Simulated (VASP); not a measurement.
# Ta3H in VASP: a series of runs

The runs below take Ta3H through single point, with PBE.

Program: VASP 6.6.1. These are calculated values, not measurements. Logs are shortened: lines on timing, memory, paths and dates and some standing lists are left out, and cuts for length are marked.

## (1) The cell of the first run

The cell holds a slab with vacuum, 4 atoms: a = 2.874 Å, b = 2.874 Å, c = 21.527 Å, α = 90.00°, β = 90.00°, γ = 109.47°.

## (2) Single point, PBE, collinear spin, ferromagnetic start

The input, INCAR:

```
SYSTEM = Ta3H
PREC = Accurate ; ENCUT = 520
EDIFF = 1E-6 ; ISMEAR = 0
SIGMA = 0.1 ; LREAL = .False.
LASPH = .True. ; NELM = 150
ALGO = Normal ; ISIF = 2
LWAVE = .False. ; LCHARG = .True.
ISPIN = 2 ; MAGMOM = 0 0 0 1
LORBIT = 11 ; LMAXMIX = 4
LDIPOL = .True. ; IDIPOL = 3
DIPOL = 0.5 0.5 0.361 ; GGA = PE
LELF = .True. ; LVHAR = .True.
LVACPOTAV = .True. ; NBANDS = 29
```

The input, KPOINTS:

```
regular mesh
0
Gamma
  10 10 1
  0 0 0
```

The input, POSCAR:

```
Ta3H
1.0
    2.8743098520      0.0000000000      0.0000000000
   -0.9581032840      2.7099253168      0.0000000000
    0.0000000000      0.0000000000     21.5266897253
Ta H
3 1
Direct
    0.5000000000      0.5000000000      0.1858158431
    0.0000000000      0.0000000000      0.2909732295
    0.5000000000      0.5000000000      0.3960985100
    0.6666666667      0.6666666667      0.5712299421
```

Potentials or basis: VASP PAW PBE potentials, release 64 (Ta_pv, H).

Command:

```bash
> cat potpaw_PBE.64/Ta_pv/POTCAR potpaw_PBE.64/H/POTCAR > POTCAR
> mpirun -np 1 vasp_std > vasp.out
```

OUTCAR:

```text
SYSTEM = Ta3H
   PREC = Accurate
   ENCUT = 520
   EDIFF = 1E-6
   ISMEAR = 0
   LREAL = .False.
   LASPH = .True.
   NELM = 150
   ISIF = 2
   ISPIN = 2
   LORBIT = 11
   GGA = PE

 ion  position               nearest neighbor table
   1  0.500  0.500  0.186-   2 2.81   2 2.81   2 3.26   2 3.26
   2  0.000  0.000  0.291-   3 2.81   3 2.81   1 2.81   1 2.81   3 3.26   3 3.26   1 3.26   1 3.26

   3  0.500  0.500  0.396-   2 2.81   2 2.81   2 3.26   2 3.26
   4  0.667  0.667  0.571-

  LATTYP: Found a base centered orthorhombic cell.
 ALAT       =     3.3189671336
 B/A-ratio  =     1.4142135624
 C/A-ratio  =     6.4859604988

  Lattice vectors:

 A1 = (   2.8743098520,   0.0000000000,   0.0000000000)
 A2 = (  -0.9581032840,   2.7099253168,   0.0000000000)
 A3 = (   0.0000000000,   0.0000000000,  21.5266897253)

Analysis of symmetry for initial positions (statically):
=====================================================================
 Subroutine PRICEL returns:
 Original cell was already a primitive cell.

 Routine SETGRP: Setting up the symmetry group for a
 base centered orthorhombic supercell.

 Subroutine GETGRP returns: Found  2 space group operations
 (whereof  2 operations were pure point group operations)
 out of a pool of  8 trial point group operations.

The static configuration has the point symmetry C_1h.

Analysis of symmetry for dynamics (positions and initial velocities):
=====================================================================
 Subroutine PRICEL returns:
 Original cell was already a primitive cell.

 Routine SETGRP: Setting up the symmetry group for a
 base centered orthorhombic supercell.

 Subroutine GETGRP returns: Found  2 space group operations
 (whereof  2 operations were pure point group operations)
 out of a pool of  8 trial point group operations.

The dynamic configuration has the point symmetry C_1h.

Analysis of structural, dynamic, and magnetic symmetry:
=====================================================================
 Subroutine PRICEL returns:
 Original cell was already a primitive cell.

 Routine SETGRP: Setting up the symmetry group for a
 base centered orthorhombic supercell.

 Subroutine GETGRP returns: Found  2 space group operations
 (whereof  2 operations were pure point group operations)
 out of a pool of  8 trial point group operations.

The overall configuration has the point symmetry C_1h.

 Subroutine INISYM returns: Found  2 space group operations
 (whereof  2 operations are pure point group operations),
 and found     1 'primitive' translations

----------------------------------------------------------------------------------------

                                     Primitive cell

  volume of cell :     167.6749

  direct lattice vectors                    reciprocal lattice vectors
     2.874309852  0.000000000  0.000000000     0.347909603  0.123004620  0.000000000
    -0.958103284  2.709925317  0.000000000     0.000000000  0.369013859  0.000000000
     0.000000000  0.000000000 21.526689725     0.000000000  0.000000000  0.046453961

  length of vectors
     2.874309852  2.874309852 21.526689725     0.369013859  0.369013859  0.046453961

  position of ions in fractional coordinates (direct lattice)
     0.500000000  0.500000000  0.185815843
     0.000000000  0.000000000  0.290973229
     0.500000000  0.500000000  0.396098510
     0.666666667  0.666666667  0.571229942

  ion indices of the primitive-cell ions
   primitive index   ion index
                 1           1
                 2           2
                 3           3
                 4           4

----------------------------------------------------------------------------------------

 KPOINTS: regular mesh

Automatic generation of k-mesh.
 Grid dimensions read from file:
 generate k-points for:   10   10    1

 Generating k-lattice:

  Cartesian coordinates                     Fractional coordinates (reciprocal lattice)
     0.034790960  0.012300462  0.000000000     0.100000000  0.000000000  0.000000000
     0.000000000  0.036901386  0.000000000     0.000000000  0.100000000  0.000000000
     0.000000000  0.000000000  0.046453961     0.000000000  0.000000000  1.000000000

  Length of vectors
     0.036901386  0.036901386  0.046453961

  Shift w.r.t. Gamma in fractional coordinates (k-lattice)
     0.000000000  0.000000000  0.000000000

 Subroutine IBZKPT returns following result:
 ===========================================

 Found     31 irreducible k-points:

 Following reciprocal coordinates:
            Coordinates               Weight
  0.000000  0.000000  0.000000      1.000000
  0.100000  0.000000  0.000000      4.000000
  0.200000  0.000000  0.000000      4.000000
  0.300000  0.000000  0.000000      4.000000
  0.400000  0.000000  0.000000      4.000000
  0.500000  0.000000  0.000000      2.000000
[... 16 lines left out ...]
  0.300000  0.300000  0.000000      2.000000
  0.400000  0.300000  0.000000      4.000000
 [... further k-points ...]
   k-points           NKPTS =     31   k-points in BZ     NKDIM =     31   number of bands    NBANDS=     29
   number of dos      NEDOS =    301   number of ions     NIONS =      4
   total plane-waves  NPLWV =  92160
   dimension x,y,z NGX =    24 NGY =   24 NGZ =  160
   dimension x,y,z NGXF=    48 NGYF=   48 NGZF=  320
   ions per type =               3   1
   NGX,Y,Z   is equivalent  to a cutoff of  13.88, 13.88, 12.36 a.u.
   NGXF,Y,Z  is equivalent  to a cutoff of  27.76, 27.76, 24.71 a.u.
 SYSTEM =  Ta3H
   PREC   = accura    normal or accurate (medium, high low for compatibility)
   ISTART =      0    job   : 0-new  1-cont  2-samecut
   ICHARG =      2    charge: 1-file 2-atom 10-const
   ISPIN  =      2    spin polarized calculation?
   LNONCOLLINEAR =      F non collinear calculations
   LSORBIT =      F    spin-orbit coupling
   LASPH  =      T    aspherical Exc in radial PAW
   ENCUT  =  520.0 eV  38.22 Ry    6.18 a.u.   5.34  5.34 40.03*2*pi/ulx,y,z
   NELM   =    150;   NELMIN=  2; NELMDL= -5     # of ELM steps
   EDIFF  = 0.1E-05   stopping-criterion for ELM
   LREAL  =      F    real-space projection
   EDIFFG = 0.1E-04   stopping-criterion for IOM
   NSW    =      0    number of steps for IOM
   IBRION =     -1    ionic relax: 0-MD 1-quasi-New 2-CG
   NFREE  =      0    steps in history (QN), initial steepest desc. (CG)
   ISIF   =      2    stress and relaxation
   ISYM   =      2    0-nonsym 1-usesym 2-fastsym
   POTIM  = 0.5000    time-step for ionic-motion
   TEBEG  =    0.0;   TEEND  =   0.0 temperature during run
   PSTRESS=    0.0 pullay stress
   NELECT =      34.0000    total number of electrons
   NUPDOWN=      -1.0000    fix difference up-down
   EMIN   =  10.00;   EMAX   =-10.00  energy-range for DOS
   EFERMI =   0.00;   METHOD = LEGACY
   ISMEAR =     0;   SIGMA  =   0.10  broadening in eV -4-tet -1-fermi 0-gaus
   EFERMI_NEDOS =   21; number of points for ismear=-14 and -15
   IALGO  =     38    algorithm
   IMIX   =      4    mixing-type and parameters
     AMIX     =   0.40;   BMIX     =  1.00
     AMIX_MAG =   1.60;   BMIX_MAG =  1.00
  volume/ion in A,a.u.               =      41.92       282.88
  Fermi-wavevector in a.u.,A,eV,Ry     =   0.961786  1.817512 12.585827  0.925032
  Thomas-Fermi vector in A             =   2.091188
   LORBIT       =     11    0 simple, 1 ext, 2 COOP (PROOUT), +10 PAW based schemes
   GGA     = PE    functional components
   LHFCALC =     F    Hartree Fock is set to
   AEXX    =    0.0000 exact exchange contribution
   IVDW    =     0    specifies the selected vdW correction
   LEPSILON=     F    determine dielectric tensor
   LRPA    =     F    only Hartree local field effects (RPA)
 spin polarized calculation
 Gauss-broadening in eV      SIGMA  =   0.10
  energy-cutoff  :      520.00
  volume of cell :      167.67
 maximum number of plane-waves:      4567
 NGX is ok and might be reduce to    24
   NGX = 11   NGY = 11   NGZ = 81

 dipolmoment           0.000000      0.000000     -0.005501 electrons x Angstroem

 number of electron      33.9999997 magnetization       0.9544003

 dipolmoment           0.000000      0.000000      0.019349 electrons x Angstroem

 Free energy of the ion-electron system (eV)
  ---------------------------------------------------
  ext. energy  EPLUGINS =         0.00000000
  ---------------------------------------------------
  free energy    TOTEN  =       -34.26271282 eV

  energy without entropy =      -34.24473348  energy(sigma->0) =      -34.25372315

 E-fermi :  -1.2700     XC(G=0):  -5.4912

 val. band max:       -1.2782007874   @ k =  -0.2000   0.1000   0.0000
 cond. band min:      -1.2150694792   @ k =   0.5000   0.1000   0.0000
 fundamental gap:      0.0631313081
 Fermi energy:        -1.2700048029

 spin component 1

 k-point     1 :       0.0000    0.0000    0.0000
  band No.  band energies     occupation
      1     -35.7974      1.00000
      2     -35.4995      1.00000
      3     -35.0595      1.00000
      4     -34.9847      1.00000
      5     -34.8144      1.00000
      6     -34.7921      1.00000
[... 757 lines left out ...]
     28       6.5248      0.00000
     29       7.2802      0.00000

 [... further k-points ...]

 spin component 2

 k-point     1 :       0.0000    0.0000    0.0000
  band No.  band energies     occupation
      1     -35.7934      1.00000
      2     -35.4986      1.00000
      3     -35.0529      1.00000
      4     -34.9815      1.00000
      5     -34.8081      1.00000
      6     -34.7916      1.00000
[... 757 lines left out ...]
     28       7.1393      0.00000
     29       7.5501      0.00000

 [... further k-points ...]
[... 5 lines left out ...]
  --------------------------------------------------------------------------------------
  -------------------------------------------------------------------------------------
  Total       -3.0939257     -3.0218634     -0.1762774      0.1019115     -0.0132025     -0.0093356
  in kB      -29.5632589    -28.8746849     -1.6843759      0.9737907     -0.1261533     -0.0892039
  external PRESSURE =     -20.0407732 kB  Pullay stress =       0.0000000 kB

 VOLUME and BASIS-vectors are now :
 -----------------------------------------------------------------------------
  energy-cutoff  :      520.00
  volume of cell :      167.67
      direct lattice vectors                 reciprocal lattice vectors
     2.874309852  0.000000000  0.000000000     0.347909603  0.123004620  0.000000000
    -0.958103284  2.709925317  0.000000000     0.000000000  0.369013859  0.000000000
     0.000000000  0.000000000 21.526689725     0.000000000  0.000000000  0.046453961

 POSITION                                       TOTAL-FORCE (eV/Angst)
 -----------------------------------------------------------------------------------
      0.95810      1.35496      4.00000         0.000010      0.000015     -0.056647
      0.00000      0.00000      6.26369        -0.000676     -0.000956     -0.019739
      0.95810      1.35496      8.52669         0.003517      0.004973      0.195492
      1.27747      1.80662     12.29669        -0.002851     -0.004032     -0.119105
 -----------------------------------------------------------------------------------
    total drift:                               -0.000029     -0.000042      0.000115

  FREE ENERGIE OF THE ION-ELECTRON SYSTEM (eV)
  ---------------------------------------------------
  free  energy   TOTEN  =       -34.2627128245 eV

  energy  without entropy=      -34.2447334759  energy(sigma->0) =      -34.25372315

 vacuum level on the upper side and lower side of the slab         3.963         3.513

 total charge

# of ion       s       p       d       tot
------------------------------------------
    1        0.376   6.094   2.373   8.844
    2        0.375   6.187   2.383   8.945
    3        0.376   6.093   2.373   8.842
    4        0.383   0.000   0.000   0.383
--------------------------------------------------
tot          1.510  18.375   7.129  27.015

 magnetization (x)

# of ion       s       p       d       tot
------------------------------------------
    1        0.000   0.001  -0.002  -0.002
    2        0.000   0.001   0.012   0.013
    3        0.001  -0.003   0.013   0.012
    4        0.373   0.000   0.000   0.373
--------------------------------------------------
tot          0.374  -0.001   0.023   0.397
```

Run time: 6 min. Hardware: 1 thread of AMD EPYC 9R45 (Zen 5), shared host; peak memory 0.46 GiB.

What came out:

* Free energy: -34.2627 eV
* Largest force: 0.196 eV/Å
* Net moment: 0.95 μB per cell
* Site moments: Ta -0.00, +0.01; H +0.37 μB
* Valence electrons inside the program's atomic spheres: Ta 8.84, 8.95; H 0.38

Forces on the atoms (eV/Å):
```
Ta   0.000  0.000 -0.057
Ta  -0.001 -0.001 -0.020
Ta   0.004  0.005  0.195
H   -0.003 -0.004 -0.119
```

Caveat: spin-orbit coupling is left out, which moves the levels of the heavy elements.

[end of part 1 of 2]
